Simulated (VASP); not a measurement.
# MnSi (P2_13) in VASP: single point with LDA

Aim: the single point of MnSi with LDA.

All numbers are computed with VASP 6.6.1; they aren't measurements. Logs are shortened: lines on timing, memory, paths and dates and some standing lists are left out, and cuts for length are marked.

**1. The cell of the first run**

Symmetry: P2_13, No. 198, cubic system. The conventional cell has a = 4.428 Å, b = 4.428 Å, c = 4.428 Å, α = 90.00°, β = 90.00°, γ = 90.00°. Mn (site symmetry 3) has 7 Si at 2.24 to 2.47 Å and 6 Mn at 2.72 Å within 3.0 Å. Within 3.0 Å of Si (site symmetry 3) lie 7 Mn at 2.24 to 2.47 Å and 6 Si at 2.74 Å.

**2. Single point, LDA, collinear spin, ferromagnetic start**

Contents of INCAR:

```
SYSTEM = MnSi
ALGO     = Normal         ! electronic algorithm
EDIFF    = 1E-7           ! SCF threshold, eV
ENCUT    = 520            ! plane-wave cutoff, eV
ISIF     = 2              ! what is computed and relaxed
ISMEAR   = -1             ! smearing method
ISPIN    = 2              ! spin polarisation
LASPH    = .TRUE.         ! aspherical terms in the spheres
LCHARG   = .TRUE.         ! write CHGCAR
LELF     = .TRUE.         ! ELF
LMAXMIX  = 4              ! l up to which the mixer works
LORBIT   = 11             ! projections on sites
LREAL    = .FALSE.        ! projectors in reciprocal space
LVHAR    = .TRUE.       
LWAVE    = .FALSE.        ! write WAVECAR
MAGMOM   = 1 1 1 1 0 0 0 0 ! initial moments
NBANDS   = 48             ! bands
NELM     = 150            ! most SCF steps
PREC     = Accurate       ! precision mode
SIGMA    = 0.05           ! smearing width, eV
```

Contents of KPOINTS:

```
k-points
0
G
  8 8 8
  0 0 0
```

Contents of POSCAR:

```
MnSi
1.0
    4.4282270519      0.0000000000      0.0000000000
    0.0000000000      4.4282270519      0.0000000000
    0.0000000000      0.0000000000      4.4282270519
Mn Si
4 4
Direct
    0.1373342949      0.1373342949      0.1373342949
    0.6373342949      0.3626657051      0.8626657051
    0.8626657051      0.6373342949      0.3626657051
    0.3626657051      0.8626657051      0.6373342949
    0.8453915295      0.8453915295      0.8453915295
    1.3453915295     -0.3453915295      0.1546084705
    0.1546084705      1.3453915295     -0.3453915295
   -0.3453915295      0.1546084705      1.3453915295
```

Potentials or basis: VASP PAW LDA potentials, release 64 (Mn_pv, Si).

The run is started by

```bash
$ cat potpaw_LDA.64/Mn_pv/POTCAR potpaw_LDA.64/Si/POTCAR > POTCAR
$ mpirun -np 1 vasp_std > vasp.out
```

OUTCAR:

```text
SYSTEM = MnSi
   EDIFF = 1E-7
   ENCUT = 520
   ISIF = 2
   ISMEAR = -1
   ISPIN = 2
   LASPH = .TRUE.
   LORBIT = 11
   LREAL = .FALSE.
   NELM = 150
   PREC = Accurate

 ion  position               nearest neighbor table
   1  0.137  0.137  0.137-   5 2.24   6 2.33   7 2.33   8 2.33   6 2.47   7 2.47   8 2.47   3 2.72
                             4 2.72   2 2.72   4 2.72   3 2.72   2 2.72
   2  0.637  0.363  0.863-   6 2.24   5 2.33   7 2.33   8 2.33   7 2.47   8 2.47   5 2.47   1 2.72
                             3 2.72   3 2.72   4 2.72   4 2.72   1 2.72
   3  0.863  0.637  0.363-   7 2.24   6 2.33   5 2.33   8 2.33   8 2.47   5 2.47   6 2.47   1 2.72
                             2 2.72   2 2.72   1 2.72   4 2.72   4 2.72
   4  0.363  0.863  0.637-   8 2.24   6 2.33   7 2.33   5 2.33   6 2.47   7 2.47   5 2.47   1 2.72
                             1 2.72   2 2.72   2 2.72   3 2.72   3 2.72
   5  0.845  0.845  0.845-   1 2.24   2 2.33   3 2.33   4 2.33   2 2.47   3 2.47   4 2.47   6 2.74
                             7 2.74   7 2.74   6 2.74   8 2.74   8 2.74
   6  0.345  0.655  0.155-   2 2.24   1 2.33   3 2.33   4 2.33   3 2.47   4 2.47   1 2.47   5 2.74
                             8 2.74   8 2.74   5 2.74   7 2.74   7 2.74
   7  0.155  0.345  0.655-   3 2.24   2 2.33   1 2.33   4 2.33   4 2.47   1 2.47   2 2.47   5 2.74
                             5 2.74   8 2.74   8 2.74   6 2.74   6 2.74
   8  0.655  0.155  0.345-   4 2.24   2 2.33   3 2.33   1 2.33   2 2.47   3 2.47   1 2.47   6 2.74
                             6 2.74   7 2.74   7 2.74   5 2.74   5 2.74

  LATTYP: Found a simple cubic cell.
 ALAT       =     4.4282270519

  Lattice vectors:

 A1 = (   4.4282270519,   0.0000000000,   0.0000000000)
 A2 = (   0.0000000000,   4.4282270519,   0.0000000000)
 A3 = (   0.0000000000,   0.0000000000,   4.4282270519)

Analysis of symmetry for initial positions (statically):
=====================================================================
 Subroutine PRICEL returns:
 Original cell was already a primitive cell.

 Routine SETGRP: Setting up the symmetry group for a
 simple cubic supercell.

 Subroutine GETGRP returns: Found 12 space group operations
 (whereof  3 operations were pure point group operations)
 out of a pool of 48 trial point group operations.

The static configuration has the point symmetry C_3 .
 The point group associated with its full space group is T   .

Analysis of symmetry for dynamics (positions and initial velocities):
=====================================================================
 Subroutine PRICEL returns:
 Original cell was already a primitive cell.

 Routine SETGRP: Setting up the symmetry group for a
 simple cubic supercell.

 Subroutine GETGRP returns: Found 12 space group operations
 (whereof  3 operations were pure point group operations)
 out of a pool of 48 trial point group operations.

The dynamic configuration has the point symmetry C_3 .
 The point group associated with its full space group is T   .

Analysis of structural, dynamic, and magnetic symmetry:
=====================================================================
 Subroutine PRICEL returns:
 Original cell was already a primitive cell.

 Routine SETGRP: Setting up the symmetry group for a
 simple cubic supercell.

 Subroutine GETGRP returns: Found 12 space group operations
 (whereof  3 operations were pure point group operations)
 out of a pool of 48 trial point group operations.

The overall configuration has the point symmetry C_3 .
 The point group associated with its full space group is T   .

 Subroutine INISYM returns: Found 12 space group operations
 (whereof  3 operations are pure point group operations),
 and found     1 'primitive' translations

----------------------------------------------------------------------------------------

                                     Primitive cell

  volume of cell :      86.8340

  direct lattice vectors                    reciprocal lattice vectors
     4.428227052  0.000000000  0.000000000     0.225824012  0.000000000  0.000000000
     0.000000000  4.428227052  0.000000000     0.000000000  0.225824012  0.000000000
     0.000000000  0.000000000  4.428227052     0.000000000  0.000000000  0.225824012

  length of vectors
     4.428227052  4.428227052  4.428227052     0.225824012  0.225824012  0.225824012

  position of ions in fractional coordinates (direct lattice)
     0.137334295  0.137334295  0.137334295
     0.637334295  0.362665705  0.862665705
     0.862665705  0.637334295  0.362665705
     0.362665705  0.862665705  0.637334295
     0.845391529  0.845391529  0.845391529
     0.345391529  0.654608471  0.154608471
     0.154608471  0.345391529  0.654608471
     0.654608471  0.154608471  0.345391529

  ion indices of the primitive-cell ions
   primitive index   ion index
                 1           1
                 2           2
                 3           3
                 4           4
                 5           5
                 6           6
                 7           7
                 8           8

[... 27 lines left out ...]
            Coordinates               Weight
  0.000000  0.000000  0.000000      1.000000
  0.125000  0.000000  0.000000      6.000000
  0.250000  0.000000  0.000000      6.000000
  0.375000  0.000000  0.000000      6.000000
  0.500000  0.000000  0.000000      3.000000
  0.125000  0.125000  0.000000     12.000000
[... 16 lines left out ...]
  0.250000  0.125000  0.125000     24.000000
  0.375000  0.125000  0.125000     24.000000
 [... further k-points ...]
   k-points           NKPTS =     45   k-points in BZ     NKDIM =     45   number of bands    NBANDS=     48
   number of dos      NEDOS =    301   number of ions     NIONS =      8
   total plane-waves  NPLWV =  46656
   dimension x,y,z NGX =    36 NGY =   36 NGZ =   36
   dimension x,y,z NGXF=    72 NGYF=   72 NGZF=   72
   ions per type =               4   4
   NGX,Y,Z   is equivalent  to a cutoff of  13.52, 13.52, 13.52 a.u.
   NGXF,Y,Z  is equivalent  to a cutoff of  27.03, 27.03, 27.03 a.u.
 SYSTEM =  MnSi
   PREC   = accura    normal or accurate (medium, high low for compatibility)
   ISTART =      0    job   : 0-new  1-cont  2-samecut
   ICHARG =      2    charge: 1-file 2-atom 10-const
   ISPIN  =      2    spin polarized calculation?
   LNONCOLLINEAR =      F non collinear calculations
   LSORBIT =      F    spin-orbit coupling
   LASPH  =      T    aspherical Exc in radial PAW
   ENCUT  =  520.0 eV  38.22 Ry    6.18 a.u.   8.23  8.23  8.23*2*pi/ulx,y,z
   NELM   =    150;   NELMIN=  2; NELMDL= -5     # of ELM steps
   EDIFF  = 0.1E-06   stopping-criterion for ELM
   LREAL  =      F    real-space projection
   EDIFFG = 0.1E-05   stopping-criterion for IOM
   NSW    =      0    number of steps for IOM
   IBRION =     -1    ionic relax: 0-MD 1-quasi-New 2-CG
   NFREE  =      0    steps in history (QN), initial steepest desc. (CG)
   ISIF   =      2    stress and relaxation
   ISYM   =      2    0-nonsym 1-usesym 2-fastsym
   POTIM  = 0.5000    time-step for ionic-motion
   TEBEG  =    0.0;   TEEND  =   0.0 temperature during run
   PSTRESS=    0.0 pullay stress
   NELECT =      68.0000    total number of electrons
   NUPDOWN=      -1.0000    fix difference up-down
   EMIN   =  10.00;   EMAX   =-10.00  energy-range for DOS
   EFERMI =   0.00;   METHOD = LEGACY
   ISMEAR =    -1;   SIGMA  =   0.05  broadening in eV -4-tet -1-fermi 0-gaus
   EFERMI_NEDOS =   21; number of points for ismear=-14 and -15
   IALGO  =     38    algorithm
   IMIX   =      4    mixing-type and parameters
     AMIX     =   0.40;   BMIX     =  1.00
     AMIX_MAG =   1.60;   BMIX_MAG =  1.00
  volume/ion in A,a.u.               =      10.85        73.25
  Fermi-wavevector in a.u.,A,eV,Ry     =   1.508972  2.851544 30.980429  2.276997
  Thomas-Fermi vector in A             =   2.619356
   LORBIT       =     11    0 simple, 1 ext, 2 COOP (PROOUT), +10 PAW based schemes
   GGA     = CA    functional components
   LHFCALC =     F    Hartree Fock is set to
   AEXX    =    0.0000 exact exchange contribution
   IVDW    =     0    specifies the selected vdW correction
   LEPSILON=     F    determine dielectric tensor
   LRPA    =     F    only Hartree local field effects (RPA)
 spin polarized calculation
  energy-cutoff  :      520.00
  volume of cell :       86.83
 maximum number of plane-waves:      2360
 NGX is ok and might be reduce to    36
   NGX = 17   NGY = 17   NGZ = 17

 number of electron      67.9999977 magnetization       1.8950831

 Free energy of the ion-electron system (eV)
  ---------------------------------------------------
  ext. energy  EPLUGINS =         0.00000000
  ---------------------------------------------------
  free energy    TOTEN  =       -68.80130906 eV

  energy without entropy =      -68.73488047  energy(sigma->0) =      -68.76809476

 E-fermi :  11.7937     XC(G=0): -13.3375

 val. band max:       11.7876786417   @ k =   0.3750   0.2500   0.1250
 cond. band min:      11.7940384663   @ k =   0.2500   0.2500   0.1250
 fundamental gap:      0.0063598246
 Fermi energy:        11.7937211841

 spin component 1

 k-point     1 :       0.0000    0.0000    0.0000
  band No.  band energies     occupation
      1     -35.8207      1.00000
      2     -35.8207      1.00000
      3     -35.8207      1.00000
      4     -35.7479      1.00000
      5     -35.7479      1.00000
      6     -35.7479      1.00000
[... 1165 lines left out ...]
     45      16.4927      0.00000
     46      17.2419      0.00000

 [... further k-points ...]

 spin component 2

 k-point     1 :       0.0000    0.0000    0.0000
  band No.  band energies     occupation
      1     -35.3506      1.00000
      2     -35.3506      1.00000
      3     -35.3506      1.00000
      4     -35.2936      1.00000
      5     -35.2936      1.00000
      6     -35.2936      1.00000
[... 1165 lines left out ...]
     45      16.6953      0.00000
     46      17.4079      0.00000

 [... further k-points ...]

 [bands above 46 left out]

------------------------ aborting loop because EDIFF is reached ----------------------------------------

  FORCE on cell =-STRESS in cart. coord.  units (eV):
  Direction    XX          YY          ZZ          XY          YZ          ZX
  --------------------------------------------------------------------------------------
  -------------------------------------------------------------------------------------
  Total       -0.1274533     -0.1274533     -0.1274533      0.0000000      0.0000000     -0.0000000
  in kB       -2.3516470     -2.3516470     -2.3516470      0.0000000      0.0000000     -0.0000000
  external PRESSURE =      -2.3516470 kB  Pullay stress =       0.0000000 kB

 VOLUME and BASIS-vectors are now :
 -----------------------------------------------------------------------------
  energy-cutoff  :      520.00
  volume of cell :       86.83
      direct lattice vectors                 reciprocal lattice vectors
     4.428227052  0.000000000  0.000000000     0.225824012  0.000000000  0.000000000
     0.000000000  4.428227052  0.000000000     0.000000000  0.225824012  0.000000000
     0.000000000  0.000000000  4.428227052     0.000000000  0.000000000  0.225824012

 POSITION                                       TOTAL-FORCE (eV/Angst)
 -----------------------------------------------------------------------------------
      0.60815      0.60815      0.60815         0.016449      0.016449      0.016449
      2.82226      1.60597      3.82008         0.016449     -0.016449     -0.016449
      3.82008      2.82226      1.60597        -0.016449      0.016449     -0.016449
      1.60597      3.82008      2.82226        -0.016449     -0.016449      0.016449
      3.74359      3.74359      3.74359         0.004255      0.004255      0.004255
      1.52947      2.89875      0.68464         0.004255     -0.004255     -0.004255
      0.68464      1.52947      2.89875        -0.004255      0.004255     -0.004255
      2.89875      0.68464      1.52947        -0.004255     -0.004255      0.004255
 -----------------------------------------------------------------------------------
    total drift:                               -0.000000      0.000000      0.000000

  FREE ENERGIE OF THE ION-ELECTRON SYSTEM (eV)
  ---------------------------------------------------
  free  energy   TOTEN  =       -68.8013090565 eV

  energy  without entropy=      -68.7348804689  energy(sigma->0) =      -68.76809476

 total charge

# of ion       s       p       d       tot
------------------------------------------
    1        0.356   6.423   5.388  12.168
    2        0.356   6.423   5.388  12.168
    3        0.356   6.423   5.388  12.168
    4        0.356   6.423   5.388  12.168
    5        0.752   0.950   0.000   1.701
    6        0.752   0.950   0.000   1.701
    7        0.752   0.950   0.000   1.701
    8        0.752   0.950   0.000   1.701
--------------------------------------------------
tot          4.429  29.492  21.554  55.475

 magnetization (x)

# of ion       s       p       d       tot
------------------------------------------
    1       -0.000   0.002   0.485   0.487
    2       -0.000   0.002   0.485   0.487
    3       -0.000   0.002   0.485   0.487
    4       -0.000   0.002   0.485   0.487
    5       -0.005  -0.012   0.000  -0.017
    6       -0.005  -0.012   0.000  -0.017
    7       -0.005  -0.012   0.000  -0.017
    8       -0.005  -0.012   0.000  -0.017
--------------------------------------------------
tot         -0.019  -0.042   1.942   1.881
```

Wall time 17 min (1 thread of Intel Xeon 8259CL, shared host); peak memory 0.35 GiB.

What came out:

| Property | Result |
| --- | --- |
| Free energy | -68.8013 eV |
| Pressure | -0.2 GPa |
| Largest force | 0.028 eV/Å |
| Net moment | 1.90 μB per cell |
| Site moments | Mn +0.49; Si -0.02 μB |
| Valence electrons inside the program's atomic spheres | Mn 12.17; Si 1.70 |

Forces on the atoms (eV/Å):
```
Mn   0.016  0.016  0.016
Mn   0.016 -0.016 -0.016
Mn  -0.016  0.016 -0.016
Mn  -0.016 -0.016  0.016
Si   0.004  0.004  0.004
Si   0.004 -0.004 -0.004
Si  -0.004  0.004 -0.004
Si  -0.004 -0.004  0.004
```
